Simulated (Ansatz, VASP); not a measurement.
## CuTe: VASP beside Ansatz

Contents of INCAR:

```
SYSTEM = CuTe
PREC = Accurate ; ENCUT = 520
EDIFF = 1E-7 ; ISMEAR = 0
SIGMA = 0.05 ; LREAL = .False.
LASPH = .True. ; NELM = 150
ALGO = Normal ; ISIF = 2
LWAVE = .False. ; LCHARG = .True.
ISPIN = 2 ; MAGMOM = 1 1 0 0
LORBIT = 11 ; LMAXMIX = 4
LDAU = .True. ; LDAUTYPE = 2
LDAUL = 2 -1 ; LDAUU = 8 0
LDAUJ = 0 0 ; LDAUPRINT = 1
LELF = .True. ; LVHAR = .True.
NBANDS = 29
```

Contents of KPOINTS:

```
regular mesh
0
Gamma
  4 4 4
  0 0 0
```

The input POSCAR:

```
CuTe
1.0
    4.6591304300      0.0000000000      0.0000000000
    0.0000000000      4.6591304300      0.0000000000
    0.0000000000      0.0000000000      5.8006283100
Cu Te
2 2
Direct
    0.0000000000      0.5000000000      0.0000000000
    0.5000000000      0.0000000000      0.5000000000
    0.0000000000      0.0000000000      0.2500000000
    0.0000000000      0.0000000000      0.7500000000
```

Input for Ansatz:

```yaml
crystal:
  lattice:
    - [4.65913043, 0.0, 0.0]
    - [0.0, 4.65913043, 0.0]
    - [0.0, 0.0, 5.80062831]
  atoms:
    - { symbol: Cu, position: [0.0, 0.5, 0.0], spin: 1.0 }
    - { symbol: Cu, position: [0.5, 0.0, 0.5], spin: 1.0 }
    - { symbol: Te, position: [0.0, 0.0, 0.25] }
    - { symbol: Te, position: [0.0, 0.0, 0.75] }
basis:
  ecutwfc: 420
  ecutrho_ratio: 4
kpoints:
  mp_grid: { grid: [4, 4, 4] }
hamiltonian:
  xc: lda
  hubbard:
    sites: [{ site: 0, l: d, u_eff: 8.0 }, { site: 1, l: d, u_eff: 8.0 }]
scf:
  occupations: { method: gaussian, width: 0.05 }
  lower_state_search: "off"
  max_iter: 150
output:
  forces: true
  stress: true
  eigenvalues: true
  populations: true
  hubbard: { sites: [{ site: 0, l: d }, { site: 1, l: d }] }
magnetization:
  spin_polarized: true
```

Alike in both runs: task single point; functional LDA; k mesh 4 × 4 × 4; occupations gaussian, width 0.05 eV; collinear spin; Hubbard terms Cu d U = 8.0 eV.

|  | VASP | Ansatz |
| --- | --- | --- |
| version | VASP 6.6.1 | Ansatz 0.2.0 |
| potentials or method | VASP PAW LDA potentials, release 64 (Cu, Te), cutoff 520 eV | scalar-relativistic, plane waves, PAW |
| valence electrons in the cell | 34 | 70 |

|  | VASP | Ansatz | Ansatz less VASP |
| --- | --- | --- | --- |
| gap on the k mesh at the Fermi level (eV) | none | none | - |
| pressure (GPa) | -2.8 | -2.5 | +0.28 |
| traceless stress, the component that is largest in VASP (GPa) | 10.22 | 10.29 | +0.074 |
| net moment per atom (μB) | 0.00 | 0.00 | 0.000 |

LDA's correlation is that of Perdew and Zunger in VASP and of Perdew and Wang (1992) in Ansatz. The programs project onto different local orbitals, so the same U acts differently, and such runs can settle in different states. A gap of «none» marks a metal or a gap that the smearing closes. VASP's potentials hold 34 valence electrons a cell and Ansatz's 70, so a difference there can come from the potentials and not from the codes. Ansatz's warnings: filled band counts differ across k points, seeded moment not kept.

Neither program's run includes spin-orbit coupling.
